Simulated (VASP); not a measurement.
Input of a VASP 6.6.1 run:

Contents of INCAR:

```
SYSTEM = Sb
  PREC = Accurate
  ENCUT = 520
  EDIFF = 1E-6
  ISMEAR = -1
  SIGMA = 0.05
  LREAL = .False.
  LASPH = .True.
  NELM = 80
  ALGO = Normal
  ISIF = 2
  LWAVE = .False.
  LCHARG = .True.
  LDIPOL = .True.
  IDIPOL = 3
  DIPOL = 0.5 0.5 0.500
  GGA = PE
  LELF = .True.
  LVHAR = .True.
  LVACPOTAV = .True.
  NBANDS = 30
```

The input KPOINTS:

```
Automatic mesh
0
Gamma
  8 5 1
  0 0 0
```

File POSCAR:

```
Sb
1.0
    3.3690001795      0.0000000000      0.0000000000
    0.0000000000      5.3300000000      0.0000000000
    0.0000000000      0.0000000000     24.7254658028
Sb
8
Direct
    0.0000000000      0.7500000000      0.3033309892
    0.5000000001      0.2500000000      0.3426647914
    0.5000000000      0.7500000000      0.4213323957
    0.0000000001      0.2500000000      0.4606661978
    0.0000000000      0.7500000000      0.5393338022
    0.5000000001      0.2500000000      0.5786676043
    0.5000000000      0.7500000000      0.6573352086
    0.0000000001      0.2500000000      0.6966690108
```

Potentials or basis: VASP PAW PBE potentials, release 64 (Sb).

The run is started by

```sh
$ cat potpaw_PBE.64/Sb/POTCAR > POTCAR
$ mpirun -np 1 vasp_std > vasp.out
```

Problem. What does it give for the largest force?

Solution. 0.626 eV/Å.

Problem. Predict the band gap on the k mesh.

Solution. Zero (band 20 reaches 3.24 eV, above the bottom of band 21 at 0.94 eV).

Forces on the atoms (eV/Å):
```
Sb   0.000  0.000  0.393
Sb   0.000  0.000 -0.273
Sb   0.000  0.000 -0.626
Sb   0.000  0.000 -0.228
Sb   0.000  0.000  0.228
Sb   0.000  0.000  0.626
Sb   0.000  0.000  0.273
Sb   0.000  0.000 -0.393
```

Caveat: spin-orbit coupling is left out, which moves the levels of the heavy elements.
